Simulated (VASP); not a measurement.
# HfSi2 (Cmcm) in VASP: a series of runs

HfSi2 is run at these levels: PBE; tasks: single point, relaxation of cell and atoms.

Program: VASP 6.6.1. These are calculated values, not measurements. Logs are shortened: lines on timing, memory, paths and dates and some standing lists are left out, and cuts for length are marked.

### Step 1. The cell of the first run

The structure is orthorhombic, space group Cmcm (No. 63). The conventional cell has a = 3.683 Å, b = 14.592 Å, c = 3.660 Å, α = 90.00°, β = 90.00°, γ = 90.00°. Hf (site symmetry m2m) has 10 Si at 2.70 to 2.97 Å and 2 Hf at 3.58 Å within 3.6 Å. Si (site symmetry m2m) has 2 Si at 2.42 Å and 6 Hf at 2.70 to 2.97 Å within 3.2 Å. Si (site symmetry m2m) has 6 Si at 2.60 to 3.39 Å and 4 Hf at 2.80 Å within 3.4 Å.

### Step 2. Single point, PBE

INCAR reads:

```
  PREC = Accurate
  ENCUT = 500
  EDIFF = 1E-6
  ISMEAR = 0
  SIGMA = 0.1
  LREAL = F
  LASPH = T
  NELM = 120
  ALGO = Normal
  ISIF = 2
  LWAVE = F
  LCHARG = F
  GGA = PE
  NBANDS = 27
  GGA_COMPAT = F
```

KPOINTS reads:

```
regular mesh
0
Gamma
  10 10 10
```

POSCAR reads:

```
HfSi2
1.0
    1.8412674626     -7.2960000292      0.0000000000
    1.8412674626      7.2960000292      0.0000000000
    0.0000000000      0.0000000000      3.6597919903
Hf Si
2 4
Direct
    0.8945372362      0.1054627638      0.7500000000
    0.1054627638      0.8945372362      0.2500000000
    0.5542797303      0.4457202697      0.7500000000
    0.4457202697      0.5542797303      0.2500000000
    0.2502818291      0.7497181709      0.7500000000
    0.7497181709      0.2502818291      0.2500000000
```

Potentials or basis: VASP PAW PBE potentials, release 64 (Hf_pv, Si).

Launch:

```sh
cat potpaw_PBE.64/Hf_pv/POTCAR potpaw_PBE.64/Si/POTCAR > POTCAR
mpirun -np 1 vasp_std > vasp.out
```

OUTCAR:

```text
PREC = Accurate
   ENCUT = 500
   EDIFF = 1E-6
   ISMEAR = 0
   LREAL = F
   LASPH = T
   NELM = 120
   ISIF = 2
   GGA = PE

 ion  position               nearest neighbor table
   1  0.895  0.105  0.750-   4 2.70   4 2.70   4 2.70   4 2.70   6 2.80   6 2.80   5 2.80   5 2.80
                             3 2.97   3 2.97   2 3.58   2 3.58
   2  0.105  0.895  0.250-   3 2.70   3 2.70   3 2.70   3 2.70   5 2.80   5 2.80   6 2.80   6 2.80
                             4 2.97   4 2.97   1 3.58   1 3.58
   3  0.554  0.446  0.750-   4 2.42   4 2.42   2 2.70   2 2.70   2 2.70   2 2.70   1 2.97   1 2.97

   4  0.446  0.554  0.250-   3 2.42   3 2.42   1 2.70   1 2.70   1 2.70   1 2.70   2 2.97   2 2.97

   5  0.250  0.750  0.750-   6 2.60   6 2.60   6 2.60   6 2.60   2 2.80   2 2.80   1 2.80   1 2.80

   6  0.750  0.250  0.250-   5 2.60   5 2.60   5 2.60   5 2.60   1 2.80   1 2.80   2 2.80   2 2.80

  LATTYP: Found a base centered orthorhombic cell.
 ALAT       =     3.6825349252
 B/A-ratio  =     3.9624878935
 C/A-ratio  =     0.9938241088

  Lattice vectors:

 A1 = (   1.8412674626,  -7.2960000292,   0.0000000000)
 A2 = (   1.8412674626,   7.2960000292,   0.0000000000)
 A3 = (   0.0000000000,   0.0000000000,   3.6597919903)

Analysis of symmetry for initial positions (statically):
=====================================================================
 Subroutine PRICEL returns:
 Original cell was already a primitive cell.

 Routine SETGRP: Setting up the symmetry group for a
 base centered orthorhombic supercell.

 Subroutine GETGRP returns: Found  8 space group operations
 (whereof  4 operations were pure point group operations)
 out of a pool of  8 trial point group operations.

The static configuration has the point symmetry C_2h.
 The point group associated with its full space group is D_2h.

Analysis of symmetry for dynamics (positions and initial velocities):
=====================================================================
 Subroutine PRICEL returns:
 Original cell was already a primitive cell.

 Routine SETGRP: Setting up the symmetry group for a
 base centered orthorhombic supercell.

 Subroutine GETGRP returns: Found  8 space group operations
 (whereof  4 operations were pure point group operations)
 out of a pool of  8 trial point group operations.

The dynamic configuration has the point symmetry C_2h.
 The point group associated with its full space group is D_2h.

 Subroutine INISYM returns: Found  8 space group operations
 (whereof  4 operations are pure point group operations),
 and found     1 'primitive' translations

----------------------------------------------------------------------------------------

                                     Primitive cell

  volume of cell :      98.3305

  direct lattice vectors                    reciprocal lattice vectors
     1.841267463 -7.296000029  0.000000000     0.271552075 -0.068530701  0.000000000
     1.841267463  7.296000029  0.000000000     0.271552075  0.068530701  0.000000000
     0.000000000  0.000000000  3.659791990     0.000000000  0.000000000  0.273239573

  length of vectors
     7.524751311  7.524751311  3.659791990     0.280066039  0.280066039  0.273239573

  position of ions in fractional coordinates (direct lattice)
     0.894537236  0.105462764  0.750000000
     0.105462764  0.894537236  0.250000000
     0.554279730  0.445720270  0.750000000
     0.445720270  0.554279730  0.250000000
     0.250281829  0.749718171  0.750000000
     0.749718171  0.250281829  0.250000000

  ion indices of the primitive-cell ions
   primitive index   ion index
                 1           1
                 2           2
                 3           3
                 4           4
                 5           5
                 6           6

----------------------------------------------------------------------------------------

 KPOINTS: regular mesh

Automatic generation of k-mesh.
 Grid dimensions read from file:
 generate k-points for:   10   10   10

 Generating k-lattice:

  Cartesian coordinates                     Fractional coordinates (reciprocal lattice)
     0.027155207 -0.006853070  0.000000000     0.100000000  0.000000000  0.000000000
     0.027155207  0.006853070  0.000000000     0.000000000  0.100000000  0.000000000
     0.000000000  0.000000000  0.027323957     0.000000000  0.000000000  0.100000000

  Length of vectors
     0.028006604  0.028006604  0.027323957

  Shift w.r.t. Gamma in fractional coordinates (k-lattice)
     0.000000000  0.000000000  0.000000000

 Subroutine IBZKPT returns following result:
 ===========================================

 Found    186 irreducible k-points:

 Following reciprocal coordinates:
            Coordinates               Weight
  0.000000  0.000000  0.000000      1.000000
  0.100000  0.000000  0.000000      4.000000
  0.200000  0.000000  0.000000      4.000000
  0.300000 -0.000000  0.000000      4.000000
  0.400000  0.000000  0.000000      4.000000
  0.500000 -0.000000  0.000000      2.000000
[... 16 lines left out ...]
  0.300000  0.300000  0.000000      2.000000
  0.400000  0.300000  0.000000      4.000000
 [... further k-points ...]
   k-points           NKPTS =    186   k-points in BZ     NKDIM =    186   number of bands    NBANDS=     27
   number of dos      NEDOS =    301   number of ions     NIONS =      6
   total plane-waves  NPLWV =  87808
   dimension x,y,z NGX =    56 NGY =   56 NGZ =   28
   dimension x,y,z NGXF=   112 NGYF=  112 NGZF=   56
   ions per type =               2   4
   NGX,Y,Z   is equivalent  to a cutoff of  12.37, 12.37, 12.72 a.u.
   NGXF,Y,Z  is equivalent  to a cutoff of  24.74, 24.74, 25.44 a.u.
 SYSTEM =  unknown system
   PREC   = accura    normal or accurate (medium, high low for compatibility)
   ISTART =      0    job   : 0-new  1-cont  2-samecut
   ICHARG =      2    charge: 1-file 2-atom 10-const
   ISPIN  =      1    spin polarized calculation?
   LNONCOLLINEAR =      F non collinear calculations
   LSORBIT =      F    spin-orbit coupling
   LASPH  =      T    aspherical Exc in radial PAW
   ENCUT  =  500.0 eV  36.75 Ry    6.06 a.u.  13.72 13.72  6.67*2*pi/ulx,y,z
   NELM   =    120;   NELMIN=  2; NELMDL= -5     # of ELM steps
   EDIFF  = 0.1E-05   stopping-criterion for ELM
   LREAL  =      F    real-space projection
   EDIFFG = 0.1E-04   stopping-criterion for IOM
   NSW    =      0    number of steps for IOM
   IBRION =     -1    ionic relax: 0-MD 1-quasi-New 2-CG
   NFREE  =      0    steps in history (QN), initial steepest desc. (CG)
   ISIF   =      2    stress and relaxation
   ISYM   =      2    0-nonsym 1-usesym 2-fastsym
   POTIM  = 0.5000    time-step for ionic-motion
   TEBEG  =    0.0;   TEEND  =   0.0 temperature during run
   PSTRESS=    0.0 pullay stress
   NELECT =      36.0000    total number of electrons
   NUPDOWN=      -1.0000    fix difference up-down
   EMIN   =  10.00;   EMAX   =-10.00  energy-range for DOS
   EFERMI =   0.00;   METHOD = LEGACY
   ISMEAR =     0;   SIGMA  =   0.10  broadening in eV -4-tet -1-fermi 0-gaus
   EFERMI_NEDOS =   21; number of points for ismear=-14 and -15
   IALGO  =     38    algorithm
   IMIX   =      4    mixing-type and parameters
     AMIX     =   0.40;   BMIX     =  1.00
     AMIX_MAG =   1.60;   BMIX_MAG =  1.00
  volume/ion in A,a.u.               =      16.39       110.59
  Fermi-wavevector in a.u.,A,eV,Ry     =   1.171151  2.213155 18.661684  1.371595
  Thomas-Fermi vector in A             =   2.307599
   LORBIT       =      0    0 simple, 1 ext, 2 COOP (PROOUT), +10 PAW based schemes
   GGA     = PE    functional components
   LHFCALC =     F    Hartree Fock is set to
   AEXX    =    0.0000 exact exchange contribution
   IVDW    =     0    specifies the selected vdW correction
   LEPSILON=     F    determine dielectric tensor
   LRPA    =     F    only Hartree local field effects (RPA)
 non-spin polarized calculation
 Gauss-broadening in eV      SIGMA  =   0.10
  energy-cutoff  :      500.00
  volume of cell :       98.33
 maximum number of plane-waves:      2516
   NGX = 27   NGY = 27   NGZ = 13

 number of electron      35.9999997 magnetization

 Free energy of the ion-electron system (eV)
  ---------------------------------------------------
  ext. energy  EPLUGINS =         0.00000000
  ---------------------------------------------------
  free energy    TOTEN  =       -44.93577395 eV

  energy without entropy =      -44.92881027  energy(sigma->0) =      -44.93229211

 E-fermi :   8.3205     XC(G=0): -11.3607

 val. band max:        8.3198854047   @ k =   0.2000   0.0000   0.4000
 cond. band min:       8.3255119016   @ k =   0.4000   0.4000   0.2000
 fundamental gap:      0.0056264968
 Fermi energy:         8.3205398402

 k-point     1 :       0.0000    0.0000    0.0000
  band No.  band energies     occupation
      1     -22.5221      2.00000
      2     -22.4365      2.00000
      3     -22.4212      2.00000
      4     -22.4064      2.00000
      5     -22.3915      2.00000
      6     -22.3630      2.00000
[... 19 lines left out ...]
     26      10.9235      0.00000
     27      12.6791      0.00000

 k-point     2 :       0.1000    0.0000    0.0000
  band No.  band energies     occupation
      1     -22.5199      2.00000
      2     -22.4488      2.00000
      3     -22.4325      2.00000
      4     -22.4056      2.00000
      5     -22.3903      2.00000
      6     -22.3620      2.00000
[... 19 lines left out ...]
     26      11.9225      0.00000
     27      11.9467      0.00000

 k-point     3 :       0.2000    0.0000    0.0000
  band No.  band energies     occupation
      1     -22.5145      2.00000
      2     -22.4807      2.00000
      3     -22.4620      2.00000
      4     -22.4035      2.00000
      5     -22.3873      2.00000
      6     -22.3594      2.00000
[... 19 lines left out ...]
     26      11.6830      0.00000
     27      12.5650      0.00000

 k-point     4 :       0.3000   -0.0000    0.0000
  band No.  band energies     occupation
      1     -22.5208      2.00000
      2     -22.5067      2.00000
      3     -22.4980      2.00000
      4     -22.4011      2.00000
      5     -22.3835      2.00000
      6     -22.3561      2.00000
[... 19 lines left out ...]
     26      12.0462      0.00000
     27      13.0951      0.00000

 k-point     5 :       0.4000    0.0000    0.0000
  band No.  band energies     occupation
      1     -22.5518      2.00000
      2     -22.5274      2.00000
      3     -22.5012      2.00000
      4     -22.3991      2.00000
      5     -22.3804      2.00000
      6     -22.3535      2.00000
[... 19 lines left out ...]
     26      12.0192      0.00000
     27      12.3834      0.00000

 k-point     6 :       0.5000   -0.0000    0.0000
  band No.  band energies     occupation
      1     -22.5637      2.00000
      2     -22.5384      2.00000
      3     -22.4991      2.00000
      4     -22.3983      2.00000
      5     -22.3793      2.00000
      6     -22.3525      2.00000
[... 444 lines left out ...]
      1     -22.5160      2.00000
      2     -22.4491      2.00000
      3     -22.4321      2.00000
      4     -22.4097      2.00000
      5     -22.3900      2.00000
      6     -22.3624      2.00000
[... 19 lines left out ...]
     26      11.7310      0.00000
     27      12.3030      0.00000

 k-point    22 :      -0.2000    0.2000    0.0000
  band No.  band energies     occupation
      1     -22.5191      2.00000
      2     -22.4367      2.00000
      3     -22.4209      2.00000
      4     -22.4094      2.00000
      5     -22.3912      2.00000
      6     -22.3633      2.00000
[... 19 lines left out ...]
     26      11.0693      0.00000
     27      12.4087      0.00000

 k-point    23 :       0.3000    0.3000    0.0000
  band No.  band energies     occupation
      1     -22.5522      2.00000
      2     -22.5272      2.00000
      3     -22.4992      2.00000
      4     -22.4010      2.00000
      5     -22.3803      2.00000
      6     -22.3537      2.00000
[... 19 lines left out ...]
     26      11.8908      0.00000
     27      12.6478      0.00000

 k-point    24 :       0.4000    0.3000    0.0000
  band No.  band energies     occupation
      1     -22.5221      2.00000
      2     -22.5015      2.00000
      3     -22.4979      2.00000
      4     -22.4054      2.00000
      5     -22.3831      2.00000
      6     -22.3565      2.00000
[... 19 lines left out ...]
     26      12.3903      0.00000
     27      12.6254      0.00000

 [... further k-points ...]

------------------------ aborting loop because EDIFF is reached ----------------------------------------

  FORCE on cell =-STRESS in cart. coord.  units (eV):
  Direction    XX          YY          ZZ          XY          YZ          ZX
  --------------------------------------------------------------------------------------
  -------------------------------------------------------------------------------------
  Total        0.0015319     -0.0089528     -0.0721667      0.0000000     -0.0000000      0.0000000
  in kB        0.0249600     -0.1458750     -1.1758705      0.0000000     -0.0000000      0.0000000
  external PRESSURE =      -0.4322618 kB  Pullay stress =       0.0000000 kB

 VOLUME and BASIS-vectors are now :
 -----------------------------------------------------------------------------
  energy-cutoff  :      500.00
  volume of cell :       98.33
      direct lattice vectors                 reciprocal lattice vectors
     1.841267463 -7.296000029  0.000000000     0.271552075 -0.068530701  0.000000000
     1.841267463  7.296000029  0.000000000     0.271552075  0.068530701  0.000000000
     0.000000000  0.000000000  3.659791990     0.000000000  0.000000000  0.273239573

 POSITION                                       TOTAL-FORCE (eV/Angst)
 -----------------------------------------------------------------------------------
      1.84127     -5.75709      2.74484         0.000000     -0.004480      0.000000
      1.84127      5.75709      0.91495         0.000000      0.004480     -0.000000
      1.84127     -0.79205      2.74484         0.000000      0.024846      0.000000
      1.84127      0.79205      0.91495         0.000000     -0.024846     -0.000000
      1.84127      3.64389      2.74484         0.000000     -0.001461      0.000000
      1.84127     -3.64389      0.91495         0.000000      0.001461      0.000000
 -----------------------------------------------------------------------------------
    total drift:                                0.000000     -0.000000      0.000000

  FREE ENERGIE OF THE ION-ELECTRON SYSTEM (eV)
  ---------------------------------------------------
  free  energy   TOTEN  =       -44.9357739477 eV

  energy  without entropy=      -44.9288102665  energy(sigma->0) =      -44.93229211
```

Wall time 6 min (1 thread of Intel Xeon 6975P-C (Granite Rapids), shared host); peak memory 0.54 GiB.

What came out:

| Quantity | Value |
| --- | --- |
| Free energy | -44.9358 eV |
| Pressure | 0.0 GPa |
| Largest force | 0.025 eV/Å |
| Band gap on the k mesh | zero (band 18 reaches 8.82 eV, above the bottom of band 19 at 7.90 eV) |

Forces on the atoms (eV/Å):
```
Hf   0.000 -0.004  0.000
Hf   0.000  0.004  0.000
Si   0.000  0.025  0.000
Si   0.000 -0.025  0.000
Si   0.000 -0.001  0.000
Si   0.000  0.001  0.000
```

Caveat: spin-orbit coupling is left out, which moves the levels of the heavy elements.

### Step 3. Relaxation of cell and atoms, PBE

INCAR reads:

```
PREC     = Accurate       # precision mode
ENCUT    = 500            # plane-wave cutoff, eV
EDIFF    = 1E-7           # SCF threshold, eV
ISMEAR   = 0              # smearing method
SIGMA    = 0.1            # smearing width, eV
LREAL    = F              # projectors in reciprocal space
LASPH    = T              # aspherical terms in the spheres
NELM     = 120            # most SCF steps
ALGO     = Normal         # electronic algorithm
ISIF     = 3              # what is computed and relaxed
LWAVE    = F              # write WAVECAR
LCHARG   = F              # write CHGCAR
GGA      = PE             # functional
IBRION   = 2              # ionic algorithm
NSW      = 100            # ionic steps
EDIFFG   = -0.005         # ionic threshold
GGA_COMPAT= F            
NELMIN   = 4
```

KPOINTS is that of step 2.

POSCAR reads:

```
HfSi2
1.0
    1.8527749106     -7.2693223321      0.0000000000
    1.8527749106      7.2693223321      0.0000000000
    0.0000000000      0.0000000000      3.6512288968
Hf Si
2 4
Direct
    0.8951299102      0.1048700898      0.7500000000
    0.1048700898      0.8951299102      0.2500000000
    0.5545916399      0.4454083601      0.7500000000
    0.4454083601      0.5545916399      0.2500000000
    0.2501190838      0.7498809162      0.7500000000
    0.7498809162      0.2501190838      0.2500000000
```

Potentials or basis: VASP PAW PBE potentials, release 64 (Hf_pv, Si).

Launch:

```sh
cat potpaw_PBE.64/Hf_pv/POTCAR potpaw_PBE.64/Si/POTCAR > POTCAR
mpirun -np 1 vasp_std > vasp.out
```

Run time: 53 min. Hardware: 1 thread of AMD EPYC 7R13 (Zen 3), shared host; peak memory 0.49 GiB.

Results (log left out):

```
Free energy                            : -44.9359 eV
Relaxed volume                         : 16.39 Å³/atom
Relaxed cell                           : a = 7.528 Å, b = 7.528 Å, c = 3.658 Å, α = 90.00°, β = 90.00°, γ = 151.69°
Space group after relaxing (to 0.05 Å) : Cmcm (No. 63)
Energy gained by relaxing              : 0.5 meV/atom
Ionic steps                            : 9
Pressure after relaxing                : 0.0 GPa
Band gap on the k mesh                 : zero (band 18 reaches 8.82 eV, above the bottom of band 19 at 7.91 eV)
```

The path:
| step | energy change (eV) | largest force (eV/Å) | pressure (GPa) | volume (Å³) |
| --- | --- | --- | --- | --- |
| 1 | 0.0000 | 0.0788 | -0.19 | 98.35 |
| 2 | -0.0025 | 0.0367 | 0.22 | 98.07 |
| 3 | -0.0025 | 0.0403 | 0.29 | 98.03 |
| 4 | -0.0029 | 0.0376 | -0.17 | 98.39 |
| 5 | -0.0029 | 0.0381 | -0.09 | 98.32 |
| 6 | -0.0032 | 0.0168 | -0.03 | 98.32 |
| 7 | -0.0032 | 0.0071 | 0.00 | 98.31 |
| 8 | -0.0032 | 0.0078 | 0.01 | 98.31 |
| 9 | -0.0032 | 0.0011 | -0.01 | 98.33 |

Final structure:
```
Hf Si
1.0
     1.84125   -7.29977    0.00000
     1.84125    7.29977    0.00000
     0.00000    0.00000    3.65776
Hf Si
2 4
Direct
  0.89452 0.10548 0.75000
  0.10548 0.89452 0.25000
  0.55411 0.44589 0.75000
  0.44589 0.55411 0.25000
  0.25031 0.74969 0.75000
  0.74969 0.25031 0.25000
```

Levels at points of the mesh, in eV from the Fermi level:
```tsv
k point	band 16	band 17	band 18	band 19	band 20	band 21
(0.00, 0.00, 0.00)	-2.53	-2.53	-0.09	1.20	1.33	1.67
(0.50, 0.00, 0.00)	-1.58	-0.86	-0.50	-0.41	0.81	0.84
(0.50, 0.50, 0.00)	-2.13	-1.60	0.33	1.23	1.34	1.54
(0.00, 0.00, 0.50)	-1.96	-0.09	-0.09	0.06	0.06	1.65
(0.50, 0.00, 0.50)	-3.51	-2.41	-2.41	1.89	1.89	2.74
(0.50, 0.50, 0.50)	-2.29	-0.95	-0.95	0.02	0.02	2.42
```

Caveat: spin-orbit coupling is left out, which moves the levels of the heavy elements.
